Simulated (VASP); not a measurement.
# Bi3S2 (R-3m) in VASP: notebook

Runs on Bi3S2. Level: PBE. Tasks: single point.

Everything below comes from runs of VASP 6.6.1. Logs are shortened: lines on timing, memory, paths and dates and some standing lists are left out, and cuts for length are marked.

### Step 1. The cell of the first run

The structure is trigonal, space group R-3m (No. 166). Conventional cell: a = 9.248 Å, b = 9.248 Å, c = 6.239 Å, α = 90.00°, β = 90.00°, γ = 120.00°. Bi (site symmetry 2/m) has 2 S at 2.85 Å and 4 Bi at 3.38 Å within 3.8 Å. Within 2.9 Å of S (site symmetry 3m) lie 1 S at 2.17 Å and 3 Bi at 2.85 Å.

### Step 2. Single point, PBE

File INCAR:

```
PREC = Accurate ; ENCUT = 520
EDIFF = 1E-6 ; ISMEAR = 0
SIGMA = 0.01 ; LREAL = False
LASPH = True ; NELM = 100
ALGO = Normal ; ISIF = 2
LWAVE = False ; LCHARG = False
GGA = PE ; NBANDS = 36
```

File KPOINTS:

```
Automatic mesh
0
Gamma
  6 6 6
```

File POSCAR:

```
Bi3S2
1.0
    4.6238912208      2.6696048411      2.0795359845
   -4.6238912208      2.6696048411      2.0795359845
    0.0000000000     -5.3392096821      2.0795359846
Bi S
3 2
Direct
    0.0000000000      0.5000000000      0.0000000000
    0.0000000000      0.0000000000      0.5000000000
    0.5000000000      0.0000000000      0.0000000000
    0.6739906174      0.6739906174      0.6739906174
    0.3260093826      0.3260093826      0.3260093826
```

Potentials or basis: VASP PAW PBE potentials, release 64 (Bi_d, S).

Started as:

```bash
$ cat potpaw_PBE.64/Bi_d/POTCAR potpaw_PBE.64/S/POTCAR > POTCAR
$ mpirun -np 1 vasp_std > vasp.out
```

OUTCAR:

```text
PREC = Accurate
   ENCUT = 520
   EDIFF = 1E-6
   ISMEAR = 0
   LREAL = False
   LASPH = True
   NELM = 100
   ISIF = 2
   GGA = PE

 ion  position               nearest neighbor table
   1  0.000  0.500  0.000-   4 2.85   5 2.85   2 3.38   2 3.38   3 3.38   3 3.38
   2  0.000  0.000  0.500-   4 2.85   5 2.85   1 3.38   3 3.38   1 3.38   3 3.38
   3  0.500  0.000  0.000-   4 2.85   5 2.85   2 3.38   2 3.38   1 3.38   1 3.38
   4  0.674  0.674  0.674-   5 2.17   3 2.85   1 2.85   2 2.85
   5  0.326  0.326  0.326-   4 2.17   3 2.85   1 2.85   2 2.85

  LATTYP: Found a trigonal (rhomboedric) cell.
 ALAT       =     5.7298891735
 COS(alpha) =    -0.3024251346

  Lattice vectors:

 A1 = (   4.6238912208,   2.6696048411,   2.0795359845)
 A2 = (  -4.6238912208,   2.6696048411,   2.0795359845)
 A3 = (   0.0000000000,  -5.3392096821,   2.0795359846)

Analysis of symmetry for initial positions (statically):
=====================================================================
 Subroutine PRICEL returns:
 Original cell was already a primitive cell.

 Routine SETGRP: Setting up the symmetry group for a
 trigonal (rhombohedral) supercell.

 Subroutine GETGRP returns: Found 12 space group operations
 (whereof 12 operations were pure point group operations)
 out of a pool of 12 trial point group operations.

The static configuration has the point symmetry D_3d.

Analysis of symmetry for dynamics (positions and initial velocities):
=====================================================================
 Subroutine PRICEL returns:
 Original cell was already a primitive cell.

 Routine SETGRP: Setting up the symmetry group for a
 trigonal (rhombohedral) supercell.

 Subroutine GETGRP returns: Found 12 space group operations
 (whereof 12 operations were pure point group operations)
 out of a pool of 12 trial point group operations.

The dynamic configuration has the point symmetry D_3d.

 Subroutine INISYM returns: Found 12 space group operations
 (whereof 12 operations are pure point group operations),
 and found     1 'primitive' translations

----------------------------------------------------------------------------------------

                                     Primitive cell

  volume of cell :     154.0183

  direct lattice vectors                    reciprocal lattice vectors
     4.623891221  2.669604841  2.079535985     0.108134032  0.062431212  0.160292169
    -4.623891221  2.669604841  2.079535985    -0.108134032  0.062431212  0.160292169
     0.000000000 -5.339209682  2.079535985     0.000000000 -0.124862425  0.160292169

  length of vectors
     5.729889173  5.729889173  5.729889174     0.203185148  0.203185148  0.203185148

  position of ions in fractional coordinates (direct lattice)
     0.000000000  0.500000000  0.000000000
     0.000000000  0.000000000  0.500000000
     0.500000000  0.000000000  0.000000000
     0.673990617  0.673990617  0.673990617
     0.326009383  0.326009383  0.326009383

  ion indices of the primitive-cell ions
   primitive index   ion index
                 1           1
                 2           2
                 3           3
                 4           4
                 5           5

----------------------------------------------------------------------------------------

 KPOINTS: Automatic mesh

Automatic generation of k-mesh.
 Grid dimensions read from file:
 generate k-points for:    6    6    6

 Generating k-lattice:

  Cartesian coordinates                     Fractional coordinates (reciprocal lattice)
     0.018022339  0.010405202  0.026715361     0.166666667  0.000000000  0.000000000
    -0.018022339  0.010405202  0.026715361     0.000000000  0.166666667  0.000000000
     0.000000000 -0.020810404  0.026715361     0.000000000  0.000000000  0.166666667

  Length of vectors
     0.033864191  0.033864191  0.033864191

  Shift w.r.t. Gamma in fractional coordinates (k-lattice)
     0.000000000  0.000000000  0.000000000

 Subroutine IBZKPT returns following result:
 ===========================================

 Found     32 irreducible k-points:

 Following reciprocal coordinates:
            Coordinates               Weight
  0.000000  0.000000  0.000000      1.000000
  0.166667  0.000000  0.000000      6.000000
  0.333333  0.000000  0.000000      6.000000
  0.500000  0.000000  0.000000      3.000000
  0.166667  0.166667  0.000000      6.000000
  0.333333  0.166667  0.000000     12.000000
[... 16 lines left out ...]
  0.500000  0.500000  0.166667      6.000000
 -0.333333  0.500000  0.166667     12.000000
 [... further k-points ...]
   k-points           NKPTS =     32   k-points in BZ     NKDIM =     32   number of bands    NBANDS=     36
   number of dos      NEDOS =    301   number of ions     NIONS =      5
   total plane-waves  NPLWV = 110592
   dimension x,y,z NGX =    48 NGY =   48 NGZ =   48
   dimension x,y,z NGXF=    96 NGYF=   96 NGZF=   96
   ions per type =               3   2
   NGX,Y,Z   is equivalent  to a cutoff of  13.93, 13.93, 13.93 a.u.
   NGXF,Y,Z  is equivalent  to a cutoff of  27.85, 27.85, 27.85 a.u.
 SYSTEM =  unknown system
   PREC   = accura    normal or accurate (medium, high low for compatibility)
   ISTART =      0    job   : 0-new  1-cont  2-samecut
   ICHARG =      2    charge: 1-file 2-atom 10-const
   ISPIN  =      1    spin polarized calculation?
   LNONCOLLINEAR =      F non collinear calculations
   LSORBIT =      F    spin-orbit coupling
   LASPH  =      T    aspherical Exc in radial PAW
   ENCUT  =  520.0 eV  38.22 Ry    6.18 a.u.  10.65 10.65 10.65*2*pi/ulx,y,z
   NELM   =    100;   NELMIN=  2; NELMDL= -5     # of ELM steps
   EDIFF  = 0.1E-05   stopping-criterion for ELM
   LREAL  =      F    real-space projection
   EDIFFG = 0.1E-04   stopping-criterion for IOM
   NSW    =      0    number of steps for IOM
   IBRION =     -1    ionic relax: 0-MD 1-quasi-New 2-CG
   NFREE  =      0    steps in history (QN), initial steepest desc. (CG)
   ISIF   =      2    stress and relaxation
   ISYM   =      2    0-nonsym 1-usesym 2-fastsym
   POTIM  = 0.5000    time-step for ionic-motion
   TEBEG  =    0.0;   TEEND  =   0.0 temperature during run
   PSTRESS=    0.0 pullay stress
   NELECT =      57.0000    total number of electrons
   NUPDOWN=      -1.0000    fix difference up-down
   EMIN   =  10.00;   EMAX   =-10.00  energy-range for DOS
   EFERMI =   0.00;   METHOD = LEGACY
   ISMEAR =     0;   SIGMA  =   0.01  broadening in eV -4-tet -1-fermi 0-gaus
   EFERMI_NEDOS =   21; number of points for ismear=-14 and -15
   IALGO  =     38    algorithm
   IMIX   =      4    mixing-type and parameters
     AMIX     =   0.40;   BMIX     =  1.00
     AMIX_MAG =   1.60;   BMIX_MAG =  1.00
  volume/ion in A,a.u.               =      30.80       207.87
  Fermi-wavevector in a.u.,A,eV,Ry     =   1.175373  2.221133 18.796470  1.381502
  Thomas-Fermi vector in A             =   2.311755
   LORBIT       =      0    0 simple, 1 ext, 2 COOP (PROOUT), +10 PAW based schemes
   GGA     = PE    functional components
   LHFCALC =     F    Hartree Fock is set to
   AEXX    =    0.0000 exact exchange contribution
   IVDW    =     0    specifies the selected vdW correction
   LEPSILON=     F    determine dielectric tensor
   LRPA    =     F    only Hartree local field effects (RPA)
 non-spin polarized calculation
 Gauss-broadening in eV      SIGMA  =   0.01
  energy-cutoff  :      520.00
  volume of cell :      154.02
 maximum number of plane-waves:      4172
 NGX is ok and might be reduce to    48
   NGX = 21   NGY = 21   NGZ = 21

 number of electron      57.0000006 magnetization

 Free energy of the ion-electron system (eV)
  ---------------------------------------------------
  ext. energy  EPLUGINS =         0.00000000
  ---------------------------------------------------
  free energy    TOTEN  =       -19.88477751 eV

  energy without entropy =      -19.88457871  energy(sigma->0) =      -19.88467811

 E-fermi :   5.6540     XC(G=0):  -9.2523

 val. band max:        5.6314993659   @ k =  -0.3333   0.3333   0.1667
 cond. band min:       5.6608513764   @ k =   0.5000   0.3333   0.0000
 fundamental gap:      0.0293520104
 Fermi energy:         5.6540310246

 k-point     1 :       0.0000    0.0000    0.0000
  band No.  band energies     occupation
      1     -17.3778      2.00000
      2     -17.3488      2.00000
      3     -17.3488      2.00000
      4     -17.3129      2.00000
      5     -17.2819      2.00000
      6     -17.2819      2.00000
[... 28 lines left out ...]
     35       9.2913      0.00000
     36      10.3809      0.00000

 k-point     2 :       0.1667    0.0000    0.0000
  band No.  band energies     occupation
      1     -17.3733      2.00000
      2     -17.3454      2.00000
      3     -17.3395      2.00000
      4     -17.3093      2.00000
      5     -17.2797      2.00000
      6     -17.2793      2.00000
[... 28 lines left out ...]
     35       9.9109      0.00000
     36       9.9317      0.00000

 k-point     3 :       0.3333    0.0000    0.0000
  band No.  band energies     occupation
      1     -17.3660      2.00000
      2     -17.3344      2.00000
      3     -17.3199      2.00000
      4     -17.3006      2.00000
      5     -17.2774      2.00000
      6     -17.2753      2.00000
[... 28 lines left out ...]
     35       9.9703      0.00000
     36      10.4836      0.00000
[... 742 lines left out ...]
 k-point    23 :       0.5000    0.5000    0.1667
  band No.  band energies     occupation
      1     -17.3557      2.00000
      2     -17.3388      2.00000
      3     -17.3120      2.00000
      4     -17.2932      2.00000
      5     -17.2850      2.00000
      6     -17.2743      2.00000
[... 28 lines left out ...]
     35       9.7310      0.00000
     36      10.9448      0.00000

 k-point    24 :      -0.3333    0.5000    0.1667
  band No.  band energies     occupation
      1     -17.3560      2.00000
      2     -17.3460      2.00000
      3     -17.3077      2.00000
      4     -17.2941      2.00000
      5     -17.2872      2.00000
      6     -17.2762      2.00000
[... 28 lines left out ...]
     35       8.9945      0.00000
     36      10.8019      0.00000

 [... further k-points ...]

------------------------ aborting loop because EDIFF is reached ----------------------------------------

  FORCE on cell =-STRESS in cart. coord.  units (eV):
  Direction    XX          YY          ZZ          XY          YZ          ZX
  --------------------------------------------------------------------------------------
  -------------------------------------------------------------------------------------
  Total       -0.0401780     -0.0401780     -0.2414749      0.0000000     -0.0000000      0.0000000
  in kB       -0.4179518     -0.4179518     -2.5119465      0.0000000     -0.0000000      0.0000000
  external PRESSURE =      -1.1159500 kB  Pullay stress =       0.0000000 kB

 VOLUME and BASIS-vectors are now :
 -----------------------------------------------------------------------------
  energy-cutoff  :      520.00
  volume of cell :      154.02
      direct lattice vectors                 reciprocal lattice vectors
     4.623891221  2.669604841  2.079535985     0.108134032  0.062431212  0.160292169
    -4.623891221  2.669604841  2.079535985    -0.108134032  0.062431212  0.160292169
     0.000000000 -5.339209682  2.079535985     0.000000000 -0.124862425  0.160292169

 POSITION                                       TOTAL-FORCE (eV/Angst)
 -----------------------------------------------------------------------------------
     -2.31195      1.33480      1.03977        -0.000000     -0.000000      0.000000
      0.00000     -2.66960      1.03977        -0.000000     -0.000000      0.000000
      2.31195      1.33480      1.03977         0.000000     -0.000000      0.000000
      0.00000      0.00000      4.20476         0.000000     -0.000000     -0.076156
      0.00000      0.00000      2.03384         0.000000      0.000000      0.076156
 -----------------------------------------------------------------------------------
    total drift:                                0.000000     -0.000000      0.000000

  FREE ENERGIE OF THE ION-ELECTRON SYSTEM (eV)
  ---------------------------------------------------
  free  energy   TOTEN  =       -19.8847775097 eV

  energy  without entropy=      -19.8845787057  energy(sigma->0) =      -19.88467811
```

Run time: 3.3 min. Hardware: 1 thread of Intel Xeon Platinum 8259CL at 2.50GHz (Skylake/Cascade Lake), shared host; peak memory 0.38 GiB.

What came out:

```
Free energy   : -19.8848 eV
Pressure      : -0.1 GPa
Largest force : 0.076 eV/Å
```

Forces in eV/Å, atoms in the order of the input:
```
Bi   0.000  0.000  0.000
Bi   0.000  0.000  0.000
Bi   0.000  0.000  0.000
S    0.000  0.000 -0.076
S    0.000  0.000  0.076
```

Caveat: spin-orbit coupling is left out, which moves the levels of the heavy elements.

(Part 1 of 2 ends here.)
